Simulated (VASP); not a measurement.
# Mg3Sb2 (P-3m1) in VASP: a series of runs, part 2 of 2

VASP 6.6.1.

### Step 3. Single point, r2SCAN

This run uses another cell than the first one, of 24.65 Å³/atom.

The input, POSCAR:

```
Mg3Sb2
1.0
    4.4781831927      0.0000000029      0.0000000000
   -2.2390915988      3.8782204062      0.0000000000
    0.0000000000      0.0000000000      7.0970030500
Mg Sb
3 2
Direct
    0.3333333333      0.6666666667      0.6328615674
    0.6666666667      0.3333333333      0.3671384326
    0.0000000000      0.0000000000      0.0000000000
    0.3333333333      0.6666666667      0.2256382877
    0.6666666667      0.3333333333      0.7743617123
```

The input, INCAR.step1:

```
ALGO = Normal ; EDIFF = 1E-5
ENCUT = 660 ; GGA = PE
GGA_COMPAT = F ; ISMEAR = -1
LASPH = T ; LCHARG = F
LREAL = F ; LWAVE = T
NBANDS = 16 ; NELM = 120
PREC = Accurate ; SIGMA = 0.02
```

The input, INCAR.step2:

```
ALGO = Normal ; EDIFF = 1E-6
ENCUT = 660 ; GGA_COMPAT = F
ISIF = 2 ; ISMEAR = -1
ISTART = 1 ; LASPH = T
LCHARG = F ; LMIXTAU = T
LREAL = F ; LWAVE = F
METAGGA = R2SCAN ; NBANDS = 16
NELM = 120 ; PREC = Accurate
SIGMA = 0.02
```

The input, KPOINTS:

```
k-points
0
Gamma
  6 6 4
```

Potentials or basis: VASP PAW PBE potentials, release 64 (Mg, Sb).

Launch:

```
$ cat potpaw_PBE.64/Mg/POTCAR potpaw_PBE.64/Sb/POTCAR > POTCAR
$ cp INCAR.step1 INCAR
$ mpirun -np 1 vasp_std > vasp.out
$ cp INCAR.step2 INCAR
$ mpirun -np 1 vasp_std > vasp.out
```

OUTCAR:

```text
EDIFF = 1E-6
   ENCUT = 660
   ISIF = 2
   ISMEAR = -1
   ISTART = 1
   LASPH = T
   LREAL = F
   METAGGA = R2SCAN
   NELM = 120
   PREC = Accurate

 ion  position               nearest neighbor table
   1  0.333  0.667  0.633-   5 2.77   5 2.77   5 2.77   4 2.89   2 3.20   2 3.20   2 3.20
   2  0.667  0.333  0.367-   4 2.77   4 2.77   4 2.77   5 2.89   1 3.20   1 3.20   1 3.20
   3  0.000  0.000  0.000-   4 3.04   5 3.04   4 3.04   5 3.04   5 3.04   4 3.04
   4  0.333  0.667  0.226-   2 2.77   2 2.77   2 2.77   1 2.89   3 3.04   3 3.04   3 3.04
   5  0.667  0.333  0.774-   1 2.77   1 2.77   1 2.77   2 2.89   3 3.04   3 3.04   3 3.04

  LATTYP: Found a hexagonal cell.
 ALAT       =     4.4781831927
 C/A-ratio  =     1.5847951601

  Lattice vectors:

 A1 = (   4.4781831927,   0.0000000029,   0.0000000000)
 A2 = (  -2.2390915988,   3.8782204062,   0.0000000000)
 A3 = (   0.0000000000,   0.0000000000,   7.0970030500)

Analysis of symmetry for initial positions (statically):
=====================================================================
[... 180 lines left out ...]
 cond. band min:       5.3854761603   @ k =   0.3333   0.3333   0.0000
 fundamental gap:      0.4774790627
 Fermi energy:         5.1398047403

 k-point     1 :       0.0000    0.0000    0.0000
  band No.  band energies     occupation
      1      -6.1527      2.00000
      2      -4.6867      2.00000
      3      -0.4602      2.00000
      4       3.6521      2.00000
      5       3.6521      2.00000
      6       4.4463      2.00000
[... 433 lines left out ...]
      3       0.2310      2.00000
      4       0.2310      2.00000
      5       0.5739      2.00000
      6       1.2041      2.00000
[... 8 lines left out ...]
     15      10.6929      0.00000
     16      10.9052      0.00000

------------------------ aborting loop because EDIFF is reached ----------------------------------------

  FORCE on cell =-STRESS in cart. coord.  units (eV):
  Direction    XX          YY          ZZ          XY          YZ          ZX
  --------------------------------------------------------------------------------------
  -------------------------------------------------------------------------------------
  Total        2.5125603      2.5125603      2.2849013      0.0000000      0.0000000     -0.0000000
  in kB       32.6601179     32.6601179     29.7008375      0.0000000      0.0000000     -0.0000000
  external PRESSURE =      31.6736911 kB  Pullay stress =       0.0000000 kB

 VOLUME and BASIS-vectors are now :
 -----------------------------------------------------------------------------
  energy-cutoff  :      660.00
  volume of cell :      123.26
      direct lattice vectors                 reciprocal lattice vectors
     4.478183193  0.000000003  0.000000000     0.223304844  0.128925112  0.000000000
    -2.239091599  3.878220406  0.000000000    -0.000000000  0.257850224  0.000000000
     0.000000000  0.000000000  7.097003050     0.000000000  0.000000000  0.140904547

 POSITION                                       TOTAL-FORCE (eV/Angst)
 -----------------------------------------------------------------------------------
     -0.00000      2.58548      4.49142         0.000000      0.000000     -0.013753
      2.23909      1.29274      2.60558         0.000000      0.000000      0.013753
      0.00000      0.00000      0.00000        -0.000000     -0.000000      0.000000
     -0.00000      2.58548      1.60136        -0.000000     -0.000000     -0.013187
      2.23909      1.29274      5.49565        -0.000000      0.000000      0.013187
 -----------------------------------------------------------------------------------
    total drift:                               -0.000000      0.000000     -0.000000

  FREE ENERGIE OF THE ION-ELECTRON SYSTEM (eV)
  ---------------------------------------------------
  free  energy   TOTEN  =       -66.1820702891 eV

  energy  without entropy=      -66.1820702225  energy(sigma->0) =      -66.18207026
```

OSZICAR.step1:

```text
N       E                     dE             d eps       ncg     rms          rms(c)
DAV:   1     0.523674899760E+02    0.52367E+02   -0.58985E+03   768   0.925E+02
DAV:   2    -0.112430613552E+02   -0.63611E+02   -0.57553E+02   976   0.126E+02
DAV:   3    -0.150227563406E+02   -0.37797E+01   -0.37226E+01  1072   0.316E+01
DAV:   4    -0.150707351337E+02   -0.47979E-01   -0.47974E-01   840   0.401E+00
DAV:   5    -0.150715083635E+02   -0.77323E-03   -0.77323E-03  1064   0.578E-01    0.456E+00
DAV:   6    -0.146169540698E+02    0.45455E+00   -0.46290E-01   936   0.278E+00    0.280E+00
DAV:   7    -0.145191401820E+02    0.97814E-01   -0.38490E-01  1008   0.257E+00    0.107E+00
DAV:   8    -0.145184450997E+02    0.69508E-03   -0.22901E-02   792   0.768E-01    0.953E-02
DAV:   9    -0.145183493099E+02    0.95790E-04   -0.54340E-04   960   0.154E-01    0.606E-02
DAV:  10    -0.145183938048E+02   -0.44495E-04   -0.63264E-05   936   0.435E-02    0.185E-02
DAV:  11    -0.145184099182E+02   -0.16113E-04   -0.25076E-05   872   0.243E-02    0.682E-03
DAV:  12    -0.145184104449E+02   -0.52665E-06   -0.29273E-06   504   0.807E-03
   1 F= -.14518410E+02 E0= -.14518376E+02  d E =-.692260E-04
```

Run time: 3.8 min. Hardware: 1 thread of Intel Xeon 6975P-C (Granite Rapids), shared host; peak memory 0.36 GiB.

Results:

| Quantity | Value |
| --- | --- |
| Free energy | -66.1821 eV |
| Pressure | 3.2 GPa |
| Largest force | 0.014 eV/Å |
| Band gap on the k mesh | 0.48 eV (least direct gap 1.78 eV) |

Forces in eV/Å, atoms in the order of the input:
```
Mg   0.000  0.000 -0.014
Mg   0.000  0.000  0.014
Mg   0.000  0.000  0.000
Sb   0.000  0.000 -0.013
Sb   0.000  0.000  0.013
```

Stress tensor (GPa, compression positive):
```
3.27 0.00 0.00
0.00 3.27 0.00
0.00 0.00 2.97
```

Caveat: the cell stands under pressure; the PAW data sets were made with another functional, which shifts forces and pressure a little; spin-orbit coupling is left out, which moves the levels of the heavy elements. A k mesh can miss the band edges.

### Step 4. Single point, r2SCAN

This run uses another cell than the first one, of 25.18 Å³/atom.

The input, POSCAR:

```
Mg3Sb2
1.0
    4.5097207322      0.0000000029      0.0000000000
   -2.2548603686      3.9055327166      0.0000000000
    0.0000000000      0.0000000000      7.1469835900
Mg Sb
3 2
Direct
    0.3333333333      0.6666666667      0.6331762902
    0.6666666667      0.3333333333      0.3668237098
    0.0000000000      0.0000000000      0.0000000000
    0.3333333333      0.6666666667      0.2266619844
    0.6666666667      0.3333333333      0.7733380156
```

The input, INCAR.step1:

```
SYSTEM = Mg3Sb2
  PREC = Accurate
  ENCUT = 660
  ISMEAR = -1
  SIGMA = 0.02
  LREAL = .FALSE.
  LASPH = .TRUE.
  NELM = 120
  NBANDS = 16
  GGA = PE
  ALGO = Normal
  EDIFF = 1E-5
  LWAVE = .TRUE.
  LCHARG = .FALSE.
  GGA_COMPAT = .FALSE.
```

The input, INCAR.step2:

```
SYSTEM = Mg3Sb2
  PREC = Accurate
  ENCUT = 660
  EDIFF = 1E-6
  ISMEAR = -1
  SIGMA = 0.02
  LREAL = .FALSE.
  LASPH = .TRUE.
  NELM = 120
  ALGO = Normal
  ISIF = 2
  LWAVE = .FALSE.
  LCHARG = .FALSE.
  METAGGA = R2SCAN
  LMIXTAU = .TRUE.
  NBANDS = 16
  ISTART = 1
  GGA_COMPAT = .FALSE.
```

The input, KPOINTS:

```
Automatic mesh
0
G
  6 6 4
  0 0 0
```

Launch:

```
$ cat potpaw_PBE.64/Mg/POTCAR potpaw_PBE.64/Sb/POTCAR > POTCAR
$ cp INCAR.step1 INCAR
$ mpirun -np 1 vasp_std > vasp.out
$ cp INCAR.step2 INCAR
$ mpirun -np 1 vasp_std > vasp.out
```

Run time: 4 min. Hardware: 1 thread of Intel Xeon 6975P-C (Granite Rapids), shared host; peak memory 0.35 GiB.

The run converged. Its results:

```
Free energy            : -66.2237 eV
Pressure               : 2.0 GPa
Largest force          : 0.012 eV/Å
Band gap on the k mesh : 0.51 eV (least direct gap 1.77 eV)
```

Forces in eV/Å, atoms in the order of the input:
```
Mg   0.000  0.000 -0.011
Mg   0.000  0.000  0.011
Mg   0.000  0.000  0.000
Sb   0.000  0.000 -0.012
Sb   0.000  0.000  0.012
```

Stress tensor (GPa, compression positive):
```
2.03 0.00 0.00
0.00 2.03 0.00
0.00 0.00 1.84
```

Levels at points of the mesh, in eV from the valence-band top:
| k point | band 6 | band 7 | band 8 | band 9 | band 10 | band 11 |
| --- | --- | --- | --- | --- | --- | --- |
| (0.00, 0.00, 0.00) | -0.45 | -0.45 | 0.00 | 1.83 | 1.99 | 3.42 |
| (0.50, 0.00, 0.00) | -2.51 | -2.31 | -1.01 | 0.76 | 2.46 | 2.49 |
| (0.00, 0.00, 0.50) | -0.87 | -0.83 | -0.83 | 2.33 | 2.59 | 3.05 |
| (0.50, 0.00, 0.50) | -1.80 | -1.75 | -1.67 | 0.92 | 1.62 | 2.17 |

Caveat: the PAW data sets were made with another functional, which shifts forces and pressure a little; spin-orbit coupling is left out, which moves the levels of the heavy elements. A k mesh can miss the band edges.

### Step 5. Single point, r2SCAN

This run uses another cell than the first one, of 25.70 Å³/atom.

The input, POSCAR:

```
Mg3Sb2
1.0
    4.5408232400      0.0000000000      0.0000000000
   -2.2704116200      3.9324682800      0.0000000000
    0.0000000000      0.0000000000      7.1962746900
Mg Sb
3 2
Direct
    0.3333333333      0.6666666667      0.6334538718
    0.6666666667      0.3333333333      0.3665461282
    0.0000000000      0.0000000000      0.0000000000
    0.3333333333      0.6666666667      0.2276925462
    0.6666666667      0.3333333333      0.7723074538
```

The input, INCAR.step1:

```
ALGO     = Normal         # electronic algorithm
EDIFF    = 1E-5           # SCF threshold, eV
ENCUT    = 660            # plane-wave cutoff, eV
GGA      = PE             # functional
GGA_COMPAT= F            
ISMEAR   = -1             # smearing method
LASPH    = T              # aspherical terms in the spheres
LCHARG   = F              # write CHGCAR
LREAL    = F              # projectors in reciprocal space
LWAVE    = T              # write WAVECAR
NBANDS   = 16             # bands
NELM     = 120            # most SCF steps
PREC     = Accurate       # precision mode
SIGMA    = 0.02           # smearing width, eV
```

The input, INCAR.step2:

```
ALGO     = Normal         # electronic algorithm
EDIFF    = 1E-6           # SCF threshold, eV
ENCUT    = 660            # plane-wave cutoff, eV
GGA_COMPAT= F            
ISIF     = 2              # what is computed and relaxed
ISMEAR   = -1             # smearing method
ISTART   = 1            
LASPH    = T              # aspherical terms in the spheres
LCHARG   = T              # write CHGCAR
LELF     = T              # ELF
LMIXTAU  = T            
LREAL    = F              # projectors in reciprocal space
LVHAR    = T            
LWAVE    = F              # write WAVECAR
METAGGA  = R2SCAN         # meta-GGA
NBANDS   = 16             # bands
NELM     = 120            # most SCF steps
PREC     = Accurate       # precision mode
SIGMA    = 0.02           # smearing width, eV
```

The input, KPOINTS:

```
k-points
0
Gamma
  6 6 4
```

Launch:

```
$ cat potpaw_PBE.64/Mg/POTCAR potpaw_PBE.64/Sb/POTCAR > POTCAR
$ cp INCAR.step1 INCAR
$ mpirun -np 1 vasp_std > vasp.out
$ cp INCAR.step2 INCAR
$ mpirun -np 1 vasp_std > vasp.out
```

It took 4.5 min on 1 thread of Intel Xeon 6975P-C (Granite Rapids), shared host; peak memory 0.37 GiB.

The run converged. Its results:

```yaml
Free_energy: -66.2468 eV
Pressure: 0.9 GPa
Largest_force: 0.010 eV/Å
Band_gap_on_the_k_mesh: 0.54 eV (least direct gap 1.76 eV)
```

Forces on the atoms (eV/Å):
```
Mg   0.000  0.000 -0.008
Mg   0.000  0.000  0.008
Mg   0.000  0.000  0.000
Sb   0.000  0.000 -0.010
Sb   0.000  0.000  0.010
```

Stress tensor (GPa, compression positive):
```
0.92 0.00 0.00
0.00 0.92 0.00
0.00 0.00 0.83
```

Levels at points of the mesh, in eV from the valence-band top:
| k point | band 4 | band 5 | band 6 | band 7 | band 8 | band 9 | band 10 | band 11 | band 12 | band 13 |
| --- | --- | --- | --- | --- | --- | --- | --- | --- | --- | --- |
| (0.00, 0.00, 0.00) | -1.19 | -1.19 | -0.43 | -0.43 | 0.00 | 1.80 | 1.88 | 3.42 | 3.42 | 4.25 |
| (0.50, 0.00, 0.00) | -3.93 | -3.40 | -2.45 | -2.25 | -0.98 | 0.78 | 2.46 | 2.46 | 3.14 | 5.53 |
| (0.00, 0.00, 0.50) | -3.07 | -0.86 | -0.86 | -0.79 | -0.79 | 2.30 | 2.52 | 3.06 | 3.06 | 3.91 |
| (0.50, 0.00, 0.50) | -4.81 | -1.97 | -1.77 | -1.72 | -1.62 | 0.89 | 1.65 | 2.16 | 2.54 | 4.98 |

Caveat: the PAW data sets were made with another functional, which shifts forces and pressure a little; spin-orbit coupling is left out, which moves the levels of the heavy elements. A k mesh can miss the band edges.

### Step 6. The runs side by side

| level | cell | cutoff (eV) | gap on the mesh (eV) | pressure (GPa) | largest force (eV/Å) |
| --- | --- | --- | --- | --- | --- |
| PBE | a = 4.598, b = 4.598, c = 7.264 Å, angles 90.0, 90.0, 120.0°, 5 atoms, atomic positions A | 600 | 0.25 | 0.0 | 0.01 |
| r2SCAN | a = 4.478, b = 4.478, c = 7.097 Å, angles 90.0, 90.0, 120.0°, 5 atoms, atomic positions A | 660 | 0.48 | 3.2 | 0.01 |
| r2SCAN | a = 4.510, b = 4.510, c = 7.147 Å, angles 90.0, 90.0, 120.0°, 5 atoms, atomic positions B | 660 | 0.51 | 2.0 | 0.01 |
| r2SCAN | a = 4.541, b = 4.541, c = 7.196 Å, angles 90.0, 90.0, 120.0°, 5 atoms, atomic positions C | 660 | 0.54 | 0.9 | 0.01 |

Alike in all rows: task single point; potentials or basis VASP PAW PBE potentials, release 64 (Mg, Sb); no spin polarisation; k mesh 6 × 6 × 4; smearing fermi-dirac 0.02 eV.

Caveats: spin-orbit coupling is left out, which moves the levels of the heavy elements; the PAW data sets were made with another functional, which shifts forces and pressure a little (at least some runs); the cell stands under pressure (at least some runs).

Total energies depend on the potentials used, so only differences within one code and one set of settings carry meaning.
